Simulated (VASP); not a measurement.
# WC (Fm-3m) in VASP: further runs

The runs below take WC through single point, with r2SCAN.

Program: VASP 6.6.1. These are calculated values, not measurements. Logs are shortened: lines on timing, memory, paths and dates and some standing lists are left out, and cuts for length are marked.

### Step 1. The cell of the first run

Symmetry: Fm-3m, No. 225, cubic system. The conventional cell has a = 4.349 Å, b = 4.349 Å, c = 4.349 Å, α = 90.00°, β = 90.00°, γ = 90.00°. W (site symmetry m-3m) has 6 C at 2.17 Å within 2.9 Å. Within 2.9 Å of C (site symmetry m-3m) lie 6 W at 2.17 Å.

### Step 2. Single point, r2SCAN

POSCAR reads:

```
WC
1.0
    0.0000000000      2.1742572128      2.1742572128
    2.1742572128      0.0000000000      2.1742572128
    2.1742572128      2.1742572128      0.0000000000
W C
1 1
Direct
    0.0000000000      0.0000000000      0.0000000000
    0.5000000000      0.5000000000      0.5000000000
```

INCAR.step1 reads:

```
PREC = Accurate
ENCUT = 1430
ISMEAR = -1
SIGMA = 0.1
LREAL = F
LASPH = T
NELM = 120
NBANDS = 16
GGA = PE
ALGO = Normal
EDIFF = 1E-5
LWAVE = T
LCHARG = F
GGA_COMPAT = F
```

INCAR.step2 reads:

```
PREC = Accurate
ENCUT = 1430
EDIFF = 1E-6
ISMEAR = -1
SIGMA = 0.1
LREAL = F
LASPH = T
NELM = 120
ALGO = Normal
ISIF = 2
LWAVE = F
LCHARG = T
METAGGA = R2SCAN
LMIXTAU = T
LELF = T
LVHAR = T
NBANDS = 16
ISTART = 1
GGA_COMPAT = F
```

KPOINTS reads:

```
regular mesh
0
Gamma
  11 11 11
```

Potentials or basis: VASP PAW PBE potentials, release 64 (W_sv, C_h).

On the command line:

```sh
$ cat potpaw_PBE.64/W_sv/POTCAR potpaw_PBE.64/C_h/POTCAR > POTCAR
$ cp INCAR.step1 INCAR
$ mpirun -np 1 vasp_std > vasp.out
$ cp INCAR.step2 INCAR
$ mpirun -np 1 vasp_std > vasp.out
```

OUTCAR:

```text
PREC = Accurate
   ENCUT = 1430
   EDIFF = 1E-6
   ISMEAR = -1
   LREAL = F
   LASPH = T
   NELM = 120
   ISIF = 2
   METAGGA = R2SCAN
   ISTART = 1

 ion  position               nearest neighbor table
   1  0.000  0.000  0.000-   2 2.17   2 2.17   2 2.17   2 2.17   2 2.17   2 2.17
   2  0.500  0.500  0.500-   1 2.17   1 2.17   1 2.17   1 2.17   1 2.17   1 2.17

  LATTYP: Found a face centered cubic cell.
 ALAT       =     4.3485144256

  Lattice vectors:

 A1 = (   0.0000000000,   2.1742572128,   2.1742572128)
 A2 = (   2.1742572128,   0.0000000000,   2.1742572128)
 A3 = (   2.1742572128,   2.1742572128,   0.0000000000)

Analysis of symmetry for initial positions (statically):
=====================================================================
 Subroutine PRICEL returns:
 Original cell was already a primitive cell.

 Routine SETGRP: Setting up the symmetry group for a
 face centered cubic supercell.

 Subroutine GETGRP returns: Found 48 space group operations
 (whereof 48 operations were pure point group operations)
 out of a pool of 48 trial point group operations.

The static configuration has the point symmetry O_h .

Analysis of symmetry for dynamics (positions and initial velocities):
=====================================================================
 Subroutine PRICEL returns:
 Original cell was already a primitive cell.

 Routine SETGRP: Setting up the symmetry group for a
 face centered cubic supercell.

 Subroutine GETGRP returns: Found 48 space group operations
 (whereof 48 operations were pure point group operations)
 out of a pool of 48 trial point group operations.

The dynamic configuration has the point symmetry O_h .

 Subroutine INISYM returns: Found 48 space group operations
 (whereof 48 operations are pure point group operations),
 and found     1 'primitive' translations

----------------------------------------------------------------------------------------

                                     Primitive cell

  volume of cell :      20.5571

  direct lattice vectors                    reciprocal lattice vectors
     0.000000000  2.174257213  2.174257213    -0.229963593  0.229963593  0.229963593
     2.174257213  0.000000000  2.174257213     0.229963593 -0.229963593  0.229963593
     2.174257213  2.174257213  0.000000000     0.229963593  0.229963593 -0.229963593

  length of vectors
     3.074864038  3.074864038  3.074864038     0.398308626  0.398308626  0.398308626

  position of ions in fractional coordinates (direct lattice)
     0.000000000  0.000000000  0.000000000
     0.500000000  0.500000000  0.500000000

  ion indices of the primitive-cell ions
   primitive index   ion index
                 1           1
                 2           2

----------------------------------------------------------------------------------------

 KPOINTS: regular mesh

Automatic generation of k-mesh.
 Grid dimensions read from file:
 generate k-points for:   11   11   11

 Generating k-lattice:

  Cartesian coordinates                     Fractional coordinates (reciprocal lattice)
    -0.020905781  0.020905781  0.020905781     0.090909091  0.000000000  0.000000000
     0.020905781 -0.020905781  0.020905781     0.000000000  0.090909091  0.000000000
     0.020905781  0.020905781 -0.020905781     0.000000000  0.000000000  0.090909091

  Length of vectors
     0.036209875  0.036209875  0.036209875

  Shift w.r.t. Gamma in fractional coordinates (k-lattice)
     0.000000000  0.000000000  0.000000000

 Subroutine IBZKPT returns following result:
 ===========================================

 Found     56 irreducible k-points:

 Following reciprocal coordinates:
            Coordinates               Weight
  0.000000  0.000000  0.000000      1.000000
  0.090909  0.000000  0.000000      8.000000
  0.181818  0.000000  0.000000      8.000000
  0.272727  0.000000  0.000000      8.000000
  0.363636  0.000000  0.000000      8.000000
  0.454545  0.000000  0.000000      8.000000
[... 16 lines left out ...]
 -0.272727  0.181818  0.000000     24.000000
 -0.181818  0.181818  0.000000     12.000000
 [... further k-points ...]
   k-points           NKPTS =     56   k-points in BZ     NKDIM =     56   number of bands    NBANDS=     16
   number of dos      NEDOS =    301   number of ions     NIONS =      2
   total plane-waves  NPLWV =  64000
   dimension x,y,z NGX =    40 NGY =   40 NGZ =   40
   dimension x,y,z NGXF=    80 NGYF=   80 NGZF=   80
   ions per type =               1   1
   NGX,Y,Z   is equivalent  to a cutoff of  21.63, 21.63, 21.63 a.u.
   NGXF,Y,Z  is equivalent  to a cutoff of  43.25, 43.25, 43.25 a.u.
 SYSTEM =  unknown system
   PREC   = accura    normal or accurate (medium, high low for compatibility)
   ISTART =      1    job   : 0-new  1-cont  2-samecut
   ICHARG =      0    charge: 1-file 2-atom 10-const
   ISPIN  =      1    spin polarized calculation?
   LNONCOLLINEAR =      F non collinear calculations
   LSORBIT =      F    spin-orbit coupling
   LASPH  =      T    aspherical Exc in radial PAW
   ENCUT  = 1430.0 eV 105.10 Ry   10.25 a.u.   9.48  9.48  9.48*2*pi/ulx,y,z
   NELM   =    120;   NELMIN=  2; NELMDL=  0     # of ELM steps
   EDIFF  = 0.1E-05   stopping-criterion for ELM
   LREAL  =      F    real-space projection
   EDIFFG = 0.1E-04   stopping-criterion for IOM
   NSW    =      0    number of steps for IOM
   IBRION =     -1    ionic relax: 0-MD 1-quasi-New 2-CG
   NFREE  =      0    steps in history (QN), initial steepest desc. (CG)
   ISIF   =      2    stress and relaxation
   ISYM   =      2    0-nonsym 1-usesym 2-fastsym
   POTIM  = 0.5000    time-step for ionic-motion
   TEBEG  =    0.0;   TEEND  =   0.0 temperature during run
   PSTRESS=    0.0 pullay stress
   NELECT =      18.0000    total number of electrons
   NUPDOWN=      -1.0000    fix difference up-down
   EMIN   =  10.00;   EMAX   =-10.00  energy-range for DOS
   EFERMI =   0.00;   METHOD = LEGACY
   ISMEAR =    -1;   SIGMA  =   0.10  broadening in eV -4-tet -1-fermi 0-gaus
   EFERMI_NEDOS =   21; number of points for ismear=-14 and -15
   IALGO  =     38    algorithm
   IMIX   =      4    mixing-type and parameters
     AMIX     =   0.40;   BMIX     =  1.00
     AMIX_MAG =   1.60;   BMIX_MAG =  1.00
  volume/ion in A,a.u.               =      10.28        69.36
  Fermi-wavevector in a.u.,A,eV,Ry     =   1.566191  2.959672 33.374472  2.452955
  Thomas-Fermi vector in A             =   2.668556
   LORBIT       =      0    0 simple, 1 ext, 2 COOP (PROOUT), +10 PAW based schemes
   METAGGA = R2SCAN    functional components
   LHFCALC =     F    Hartree Fock is set to
   AEXX    =    0.0000 exact exchange contribution
   IVDW    =     0    specifies the selected vdW correction
   LEPSILON=     F    determine dielectric tensor
   LRPA    =     F    only Hartree local field effects (RPA)
 non-spin polarized calculation
  energy-cutoff  :     1430.00
  volume of cell :       20.56
 maximum number of plane-waves:      2565
 NGX is ok and might be reduce to    40
   NGX = 19   NGY = 19   NGZ = 19

 number of electron      18.0000000 magnetization

 Free energy of the ion-electron system (eV)
  ---------------------------------------------------
  ext. energy  EPLUGINS =         0.00000000
  ---------------------------------------------------
  free energy    TOTEN  =       -60.63738175 eV

  energy without entropy =      -60.59877894  energy(sigma->0) =      -60.61808035

 E-fermi :  13.1454     XC(G=0): -15.0189

 val. band max:       13.1232896686   @ k =  -0.2727   0.4545   0.1818
 cond. band min:      13.1854590298   @ k =   0.4545   0.0909   0.0000
 fundamental gap:      0.0621693612
 Fermi energy:        13.1454079816

 k-point     1 :       0.0000    0.0000    0.0000
  band No.  band energies     occupation
      1     -64.3119      2.00000
      2     -27.6438      2.00000
      3     -27.6438      2.00000
      4     -27.6438      2.00000
      5      -3.8080      2.00000
      6      10.1918      2.00000
[... 8 lines left out ...]
     15      23.6876      0.00000
     16      37.4238      0.00000

 k-point     2 :       0.0909    0.0000    0.0000
  band No.  band energies     occupation
      1     -64.3082      2.00000
      2     -27.7010      2.00000
      3     -27.6497      2.00000
      4     -27.6497      2.00000
      5      -3.5612      2.00000
      6       9.3377      2.00000
[... 8 lines left out ...]
     15      24.2464      0.00000
     16      35.2733      0.00000

 k-point     3 :       0.1818    0.0000    0.0000
  band No.  band energies     occupation
      1     -64.2982      2.00000
      2     -27.8517      2.00000
      3     -27.6655      2.00000
      4     -27.6655      2.00000
      5      -2.8576      2.00000
      6       7.7482      2.00000
[... 8 lines left out ...]
     15      25.5571      0.00000
     16      32.4616      0.00000

 k-point     4 :       0.2727    0.0000    0.0000
  band No.  band energies     occupation
      1     -64.2850      2.00000
      2     -28.0440      2.00000
      3     -27.6860      2.00000
      4     -27.6860      2.00000
      5      -1.7977      2.00000
      6       6.0429      2.00000
[... 8 lines left out ...]
     15      26.5044      0.00000
     16      30.4120      0.00000
[... 324 lines left out ...]
 k-point    22 :      -0.3636    0.1818    0.0000
  band No.  band energies     occupation
      1     -64.2613      2.00000
      2     -28.2252      2.00000
      3     -27.8692      2.00000
      4     -27.7335      2.00000
      5       0.1638      2.00000
      6       3.7923      2.00000
[... 8 lines left out ...]
     15      26.3547      0.00000
     16      27.4796      0.00000

 k-point    23 :      -0.2727    0.1818    0.0000
  band No.  band energies     occupation
      1     -64.2694      2.00000
      2     -28.1342      2.00000
      3     -27.8532      2.00000
      4     -27.7024      2.00000
      5      -0.6004      2.00000
      6       4.5759      2.00000
[... 8 lines left out ...]
     15      26.6189      0.00000
     16      27.5166      0.00000

 k-point    24 :      -0.1818    0.1818    0.0000
  band No.  band energies     occupation
      1     -64.2806      2.00000
      2     -28.0222      2.00000
      3     -27.7977      2.00000
      4     -27.6757      2.00000
      5      -1.5530      2.00000
      6       5.7244      2.00000
[... 8 lines left out ...]
     15      26.7946      0.00000
     16      27.8906      0.00000

 [... further k-points ...]

------------------------ aborting loop because EDIFF is reached ----------------------------------------

  FORCE on cell =-STRESS in cart. coord.  units (eV):
  Direction    XX          YY          ZZ          XY          YZ          ZX
  --------------------------------------------------------------------------------------
  -------------------------------------------------------------------------------------
  Total        0.8043921      0.8043921      0.8043921      0.0000000      0.0000000      0.0000000
  in kB       62.6925045     62.6925045     62.6925045      0.0000000      0.0000000      0.0000000
  external PRESSURE =      62.6925045 kB  Pullay stress =       0.0000000 kB

 VOLUME and BASIS-vectors are now :
 -----------------------------------------------------------------------------
  energy-cutoff  :     1430.00
  volume of cell :       20.56
      direct lattice vectors                 reciprocal lattice vectors
     0.000000000  2.174257213  2.174257213    -0.229963593  0.229963593  0.229963593
     2.174257213  0.000000000  2.174257213     0.229963593 -0.229963593  0.229963593
     2.174257213  2.174257213  0.000000000     0.229963593  0.229963593 -0.229963593

 POSITION                                       TOTAL-FORCE (eV/Angst)
 -----------------------------------------------------------------------------------
      0.00000      0.00000      0.00000        -0.000000      0.000000      0.000000
      2.17426      2.17426      2.17426         0.000000     -0.000000      0.000000
 -----------------------------------------------------------------------------------
    total drift:                                0.000000     -0.000000     -0.000000

  FREE ENERGIE OF THE ION-ELECTRON SYSTEM (eV)
  ---------------------------------------------------
  free  energy   TOTEN  =       -60.6373817540 eV

  energy  without entropy=      -60.5987789408  energy(sigma->0) =      -60.61808035
```

It took 2.6 min on 1 thread of Intel Xeon Platinum 8488C (Sapphire Rapids), shared host; peak memory 0.33 GiB.

Results:

```
Free energy            : -60.6374 eV
Pressure               : 6.3 GPa
Band gap on the k mesh : zero (bands 9 and 10 overlap by 3.34 eV)
```

Levels at points of the mesh, in eV from the Fermi level:
```
           k point  band 5  band 6  band 7  band 8  band 9  band 10  band 11  band 12  band 13  band 14
(0.00, 0.00, 0.00)  -16.95   -2.95   -2.95   -2.95   -1.22    -1.22    -1.22    -1.06    -1.06     7.31
```

Caveat: the cell stands under pressure; the PAW data sets were made with another functional, which shifts forces and pressure a little; spin-orbit coupling is left out, which moves the levels of the heavy elements.

### Step 3. Single point, r2SCAN

This run uses another cell than the first one, of 9.75 Å³/atom.

POSCAR reads:

```
WC
1.0
    0.0000000000      2.1364363495      2.1364363495
    2.1364363495      0.0000000000      2.1364363495
    2.1364363495      2.1364363495      0.0000000000
W C
1 1
Direct
    0.0000000000      0.0000000000      0.0000000000
    0.5000000000      0.5000000000      0.5000000000
```

INCAR.step1 reads:

```
SYSTEM = WC
PREC = Accurate
ENCUT = 1430
ISMEAR = -1
SIGMA = 0.1
LREAL = .False.
LASPH = .True.
NELM = 120
NBANDS = 16
GGA = PE
ALGO = Normal
EDIFF = 1E-5
LWAVE = .True.
LCHARG = .False.
GGA_COMPAT = .False.
```

INCAR.step2 reads:

```
SYSTEM = WC
PREC = Accurate
ENCUT = 1430
EDIFF = 1E-6
ISMEAR = -1
SIGMA = 0.1
LREAL = .False.
LASPH = .True.
NELM = 120
ALGO = Normal
ISIF = 2
LWAVE = .False.
LCHARG = .False.
METAGGA = R2SCAN
LMIXTAU = .True.
NBANDS = 16
ISTART = 1
GGA_COMPAT = .False.
```

KPOINTS reads:

```
regular mesh
0
Gamma
  11 11 11
  0 0 0
```

Potentials or basis: VASP PAW PBE potentials, release 64 (W_sv, C_h).

On the command line:

```sh
$ cat potpaw_PBE.64/W_sv/POTCAR potpaw_PBE.64/C_h/POTCAR > POTCAR
$ cp INCAR.step1 INCAR
$ mpirun -np 1 vasp_std > vasp.out
$ cp INCAR.step2 INCAR
$ mpirun -np 1 vasp_std > vasp.out
```

Run time: 2.8 min. Hardware: 1 thread of Intel Xeon Platinum 8488C (Sapphire Rapids), shared host; peak memory 0.34 GiB.

The run converged. Its results:

| Item | Value |
| --- | --- |
| Free energy | -60.5200 eV |
| Pressure | 30.2 GPa |
| Band gap on the k mesh | zero (bands 9 and 10 overlap by 3.61 eV) |

Levels at points of the mesh, in eV from the Fermi level:
| k point | band 5 | band 6 | band 7 | band 8 | band 9 | band 10 | band 11 | band 12 | band 13 | band 14 |
| --- | --- | --- | --- | --- | --- | --- | --- | --- | --- | --- |
| (0.00, 0.00, 0.00) | -17.44 | -3.17 | -3.17 | -3.17 | -1.34 | -1.34 | -1.34 | -1.12 | -1.12 | 7.95 |

Caveat: the cell stands under pressure; the PAW data sets were made with another functional, which shifts forces and pressure a little; spin-orbit coupling is left out, which moves the levels of the heavy elements.

The gap in the log of VASP goes by the Fermi energy; the results here count the filled bands.